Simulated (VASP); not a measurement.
# Bi (Cmce) in VASP: single point with PBE

Aim: the single point of Bi with PBE.

Program: VASP 6.6.1. These are calculated values, not measurements. Logs are shortened: lines on timing, memory, paths and dates and some standing lists are left out, and cuts for length are marked.

**1. The cell of the first run**

The structure is orthorhombic, space group Cmce (No. 64). Conventional cell: a = 4.152 Å, b = 12.537 Å, c = 5.090 Å, α = 90.00°, β = 90.00°, γ = 90.00°. Bi (site symmetry m) has 3 Bi at 2.62 to 2.64 Å within 3.5 Å.

**2. Single point, PBE, non-collinear spin, zero start, spin-orbit coupling**

Contents of INCAR:

```
SYSTEM = Bi
PREC = Accurate ; ENCUT = 500
EDIFF = 1E-6 ; ISMEAR = -1
SIGMA = 0.1 ; LREAL = .False.
LASPH = .True. ; NELM = 200
ALGO = Normal ; ISIF = 2
LWAVE = .False. ; LCHARG = .True.
MAGMOM = 0 0 0 0 0 0 0 0 0 0 0 0 ; LORBIT = 11
LSORBIT = .True. ; GGA_COMPAT = .False.
LORBMOM = .True. ; GGA = PE
LVHAR = .True. ; NBANDS = 74
```

Contents of KPOINTS:

```
regular mesh
0
Gamma
  5 4 5
  0 0 0
```

Contents of POSCAR:

```
Bi
1.0
   -4.1523660000      0.0000000000      0.0000000000
    0.0000000000     -5.0903660000      0.0000000000
    2.0761830000      0.0000000000      6.2685850000
Bi
4
Direct
    0.0980000000      0.9100000000      0.1960000000
    0.5980000000      0.5900000000      0.1960000000
    0.9020000000      0.0900000000      0.8040000000
    0.4020000000      0.4100000000      0.8040000000
```

Potentials or basis: VASP PAW PBE potentials, release 64 (Bi_d).

Launch:

```
$ cat potpaw_PBE.64/Bi_d/POTCAR > POTCAR
$ mpirun -np 1 vasp_ncl > vasp.out
```

OUTCAR:

```text
SYSTEM = Bi
   PREC = Accurate
   ENCUT = 500
   EDIFF = 1E-6
   ISMEAR = -1
   LREAL = .False.
   LASPH = .True.
   NELM = 200
   ISIF = 2
   LORBIT = 11
   LSORBIT = .True.
   GGA = PE

 ion  position               nearest neighbor table
   1  0.098  0.910  0.196-   3 2.62   2 2.64   2 2.64
   2  0.598  0.590  0.196-   4 2.62   1 2.64   1 2.64
   3  0.902  0.090  0.804-   1 2.62   4 2.64   4 2.64
   4  0.402  0.410  0.804-   2 2.62   3 2.64   3 2.64

  LATTYP: Found a base centered orthorhombic cell.
 ALAT       =     4.1523660000
 B/A-ratio  =     3.0192834639
 C/A-ratio  =     1.2258953088

  Lattice vectors:

 A1 = (   2.0761830000,   0.0000000000,  -6.2685850000)
 A2 = (   2.0761830000,   0.0000000000,   6.2685850000)
 A3 = (   0.0000000000,  -5.0903660000,   0.0000000000)

Analysis of symmetry for initial positions (statically):
=====================================================================
 Subroutine PRICEL returns:
 Original cell was already a primitive cell.

 Routine SETGRP: Setting up the symmetry group for a
 base centered orthorhombic supercell.

 Subroutine GETGRP returns: Found  8 space group operations
 (whereof  4 operations were pure point group operations)
 out of a pool of  8 trial point group operations.

The static configuration has the point symmetry C_2h.
 The point group associated with its full space group is D_2h.

Analysis of symmetry for dynamics (positions and initial velocities):
=====================================================================
 Subroutine PRICEL returns:
 Original cell was already a primitive cell.

 Routine SETGRP: Setting up the symmetry group for a
 base centered orthorhombic supercell.

 Subroutine GETGRP returns: Found  8 space group operations
 (whereof  4 operations were pure point group operations)
 out of a pool of  8 trial point group operations.

The dynamic configuration has the point symmetry C_2h.
 The point group associated with its full space group is D_2h.

Analysis of structural, dynamic, and magnetic symmetry:
=====================================================================
 Subroutine PRICEL returns:
 Original cell was already a primitive cell.

 Routine SETGRP: Setting up the symmetry group for a
 base centered orthorhombic supercell.

 Subroutine GETGRP returns: Found  8 space group operations
 (whereof  4 operations were pure point group operations)
 out of a pool of  8 trial point group operations.

The overall configuration has the point symmetry C_2h.
 The point group associated with its full space group is D_2h.

 Subroutine INISYM returns: Found  8 space group operations
 (whereof  4 operations are pure point group operations),
 and found     1 'primitive' translations

----------------------------------------------------------------------------------------

                                     Primitive cell

  volume of cell :     132.4995

  direct lattice vectors                    reciprocal lattice vectors
    -4.152366000  0.000000000  0.000000000    -0.240826555  0.000000000  0.079762817
     0.000000000 -5.090366000  0.000000000     0.000000000 -0.196449528  0.000000000
     2.076183000  0.000000000  6.268585000     0.000000000  0.000000000  0.159525635

  length of vectors
     4.152366000  5.090366000  6.603460741     0.253691815  0.196449528  0.159525635

  position of ions in fractional coordinates (direct lattice)
     0.098000000  0.910000000  0.196000000
     0.598000000  0.590000000  0.196000000
     0.902000000  0.090000000  0.804000000
     0.402000000  0.410000000  0.804000000

  ion indices of the primitive-cell ions
   primitive index   ion index
                 1           1
                 2           2
                 3           3
                 4           4

----------------------------------------------------------------------------------------

 KPOINTS: regular mesh

Automatic generation of k-mesh.
 Grid dimensions read from file:
 generate k-points for:    5    4    5

 Generating k-lattice:

  Cartesian coordinates                     Fractional coordinates (reciprocal lattice)
    -0.048165311  0.000000000  0.015952563     0.200000000  0.000000000  0.000000000
     0.000000000 -0.049112382  0.000000000     0.000000000  0.250000000  0.000000000
     0.000000000  0.000000000  0.031905127     0.000000000  0.000000000  0.200000000

  Length of vectors
     0.050738363  0.049112382  0.031905127

  Shift w.r.t. Gamma in fractional coordinates (k-lattice)
     0.000000000  0.000000000  0.000000000

 Subroutine IBZKPT returns following result:
 ===========================================

 Found     27 irreducible k-points:

 Following reciprocal coordinates:
            Coordinates               Weight
[... 59 lines left out ...]
   EFERMI_NEDOS =   21; number of points for ismear=-14 and -15
   IALGO  =     38    algorithm
   IMIX   =      4    mixing-type and parameters
     AMIX     =   0.40;   BMIX     =  1.00
     AMIX_MAG =   1.60;   BMIX_MAG =  1.00
  volume/ion in A,a.u.               =      33.12       223.54
  Fermi-wavevector in a.u.,A,eV,Ry     =   1.257150  2.375670 21.503012  1.580427
  Thomas-Fermi vector in A             =   2.390823
   LORBIT       =     11    0 simple, 1 ext, 2 COOP (PROOUT), +10 PAW based schemes
   GGA     = PE    functional components
   LHFCALC =     F    Hartree Fock is set to
   AEXX    =    0.0000 exact exchange contribution
   IVDW    =     0    specifies the selected vdW correction
   LEPSILON=     F    determine dielectric tensor
   LRPA    =     F    only Hartree local field effects (RPA)
  energy-cutoff  :      500.00
  volume of cell :      132.50
 maximum number of plane-waves:      6768
 NGX is ok and might be reduce to    30
   NGX = 15   NGY = 19   NGZ = 25

 number of electron      59.9999998 magnetization       0.0000000     -0.0000000      0.0000000

 number of electron      59.9999998 magnetization       0.0000000      0.0000000      0.0000000

 number of electron      59.9999998 magnetization       0.0000000     -0.0000000     -0.0000000

 Free energy of the ion-electron system (eV)
  ---------------------------------------------------
  ext. energy  EPLUGINS =         0.00000000
  ---------------------------------------------------
  free energy    TOTEN  =       -13.93127322 eV

  energy without entropy =      -13.89954005  energy(sigma->0) =      -13.91540663

 E-fermi :   7.5289     XC(G=0):  -9.5298

 val. band max:        7.4541326679   @ k =   0.0000   0.0000   0.4000
 cond. band min:       7.6082258533   @ k =   0.0000   0.2500   0.4000
 fundamental gap:      0.1540931854
 Fermi energy:         7.5288926724

 k-point     1 :       0.0000    0.0000    0.0000
  band No.  band energies     occupation
      1     -17.8338      1.00000
      2     -17.8338      1.00000
      3     -17.7982      1.00000
      4     -17.7982      1.00000
      5     -17.7453      1.00000
      6     -17.7453      1.00000
[... 1789 lines left out ...]
     71      11.9051      0.00000
     72      11.9051      0.00000

 [... further k-points ...]

 [bands above 72 left out]

------------------------ aborting loop because EDIFF is reached ----------------------------------------

  FORCE on cell =-STRESS in cart. coord.  units (eV):
  Direction    XX          YY          ZZ          XY          YZ          ZX
  --------------------------------------------------------------------------------------
  -------------------------------------------------------------------------------------
  Total       26.6507858     19.8372180     21.1179129      0.0000000      0.0000000      0.0000000
  in kB      322.2600318    239.8706949    255.3567962      0.0000000      0.0000000      0.0000000
  external PRESSURE =     272.4958409 kB  Pullay stress =       0.0000000 kB

 VOLUME and BASIS-vectors are now :
 -----------------------------------------------------------------------------
  energy-cutoff  :      500.00
  volume of cell :      132.50
      direct lattice vectors                 reciprocal lattice vectors
    -4.152366000  0.000000000  0.000000000    -0.240826555  0.000000000  0.079762817
     0.000000000 -5.090366000  0.000000000     0.000000000 -0.196449528  0.000000000
     2.076183000  0.000000000  6.268585000     0.000000000  0.000000000  0.159525635

 POSITION                                       TOTAL-FORCE (eV/Angst)
 -----------------------------------------------------------------------------------
      0.00000     -4.63223      1.22864        -0.000000     -3.705519      4.366801
     -2.07618     -3.00332      1.22864        -0.000000      3.705519      4.366801
     -2.07618     -0.45813      5.03994         0.000000      3.705519     -4.366801
      0.00000     -2.08705      5.03994         0.000000     -3.705519     -4.366801
 -----------------------------------------------------------------------------------
    total drift:                               -0.000000     -0.000000      0.000000

  FREE ENERGIE OF THE ION-ELECTRON SYSTEM (eV)
  ---------------------------------------------------
  free  energy   TOTEN  =       -13.9312732157 eV

  energy  without entropy=      -13.8995400456  energy(sigma->0) =      -13.91540663

 orbital moment (x)

 # of ion     p       d       tot
 ----------------------------------------
  1         0.000  -0.000   0.000
  2        -0.000   0.000  -0.000
  3         0.000  -0.000   0.000
  4        -0.000   0.000  -0.000
 ----------------------------------------
            0.000  -0.000  -0.000

 orbital moment (y)

 # of ion     p       d       tot
 ----------------------------------------
  1         0.000   0.000   0.000
  2         0.000  -0.000   0.000
  3         0.000  -0.000  -0.000
  4        -0.000   0.000  -0.000
 ----------------------------------------
            0.000   0.000   0.000

 orbital moment (z)

 # of ion     p       d       tot
 ----------------------------------------
  1         0.000   0.000   0.000
  2         0.000   0.000   0.000
  3         0.000   0.000   0.000
  4         0.000   0.000   0.000
 ----------------------------------------
            0.000   0.000   0.000

 Spin-Orbit-Coupling matrix elements

 Ion:    1  E_soc:     -1.6267454
 l=   1
     0.0000000    -0.2107074    -0.2028240
    -0.2107074     0.0000000    -0.2017917
    -0.2028240    -0.2017917     0.0000000
 l=   2
     0.0000000    -0.0130943     0.0000000    -0.0132122    -0.0528286
    -0.0130943     0.0000000    -0.0391055    -0.0134637    -0.0136247
     0.0000000    -0.0391055     0.0000000    -0.0392999     0.0000000
    -0.0132122    -0.0134637    -0.0392999     0.0000000    -0.0134206
    -0.0528286    -0.0136247     0.0000000    -0.0134206     0.0000000
 l=   3
     0.0000000     0.0000000     0.0000000     0.0000000     0.0000000     0.0000000     0.0000000
     0.0000000     0.0000000     0.0000000     0.0000000     0.0000000     0.0000000     0.0000000
     0.0000000     0.0000000     0.0000000     0.0000000     0.0000000     0.0000000     0.0000000
     0.0000000     0.0000000     0.0000000     0.0000000     0.0000000     0.0000000     0.0000000
[... 49 lines left out ...]
 l=   2
     0.0000000    -0.0130943     0.0000000    -0.0132122    -0.0528286
    -0.0130943     0.0000000    -0.0391055    -0.0134637    -0.0136247
     0.0000000    -0.0391055     0.0000000    -0.0392999     0.0000000
    -0.0132122    -0.0134637    -0.0392999     0.0000000    -0.0134206
    -0.0528286    -0.0136247     0.0000000    -0.0134206     0.0000000
 l=   3
     0.0000000     0.0000000     0.0000000     0.0000000     0.0000000     0.0000000     0.0000000
     0.0000000     0.0000000     0.0000000     0.0000000     0.0000000     0.0000000     0.0000000
     0.0000000     0.0000000     0.0000000     0.0000000     0.0000000     0.0000000     0.0000000
     0.0000000     0.0000000     0.0000000     0.0000000     0.0000000     0.0000000     0.0000000
     0.0000000     0.0000000     0.0000000     0.0000000     0.0000000     0.0000000     0.0000000
     0.0000000     0.0000000     0.0000000     0.0000000     0.0000000     0.0000000     0.0000000
     0.0000000     0.0000000     0.0000000     0.0000000     0.0000000     0.0000000     0.0000000

 total charge

# of ion       s       p       d       tot
------------------------------------------
    1        1.510   1.680   9.957  13.146
    2        1.510   1.680   9.957  13.146
    3        1.510   1.680   9.957  13.146
    4        1.510   1.680   9.957  13.146
--------------------------------------------------
tot          6.039   6.720  39.827  52.586

 magnetization (x)

# of ion       s       p       d       tot
------------------------------------------
    1       -0.000  -0.000   0.000  -0.000
    2        0.000   0.000  -0.000   0.000
    3       -0.000  -0.000   0.000  -0.000
    4        0.000   0.000  -0.000   0.000
--------------------------------------------------
tot          0.000   0.000   0.000   0.000

 magnetization (y)

# of ion       s       p       d       tot
------------------------------------------
    1        0.000   0.000   0.000   0.000
    2        0.000   0.000   0.000   0.000
    3        0.000   0.000   0.000   0.000
    4        0.000   0.000   0.000   0.000
--------------------------------------------------
tot          0.000   0.000   0.000   0.000

 magnetization (z)

# of ion       s       p       d       tot
------------------------------------------
    1        0.000   0.000   0.000   0.000
    2        0.000   0.000   0.000   0.000
    3        0.000   0.000   0.000   0.000
    4        0.000   0.000   0.000   0.000
--------------------------------------------------
tot          0.000   0.000   0.000   0.000
```

It took 7.3 min on 1 thread of Intel Xeon Platinum 8488C (Sapphire Rapids), shared host; peak memory 0.61 GiB.

What came out:

```yaml
Free_energy: -13.9313 eV
Pressure: 27.2 GPa
Largest_force: 5.727 eV/Å
Net_moment: 0.00 μB per cell
Valence_electrons_inside_the_program's_atomic_spheres: Bi 13.15
```

Forces on the atoms (eV/Å):
```
Bi   0.000 -3.706  4.367
Bi   0.000  3.706  4.367
Bi   0.000  3.706 -4.367
Bi   0.000 -3.706 -4.367
```

Moments on the atoms (μB; x, y, z):
```
Bi  0.00 0.00 0.00
Bi  0.00 0.00 0.00
Bi  0.00 0.00 0.00
Bi  0.00 0.00 0.00
```

Caveat: the stress differs along the axes, from 24 to 32 GPa; forces of over 1 eV/Å act on the atoms, so gaps and moduli don't describe the material at rest.
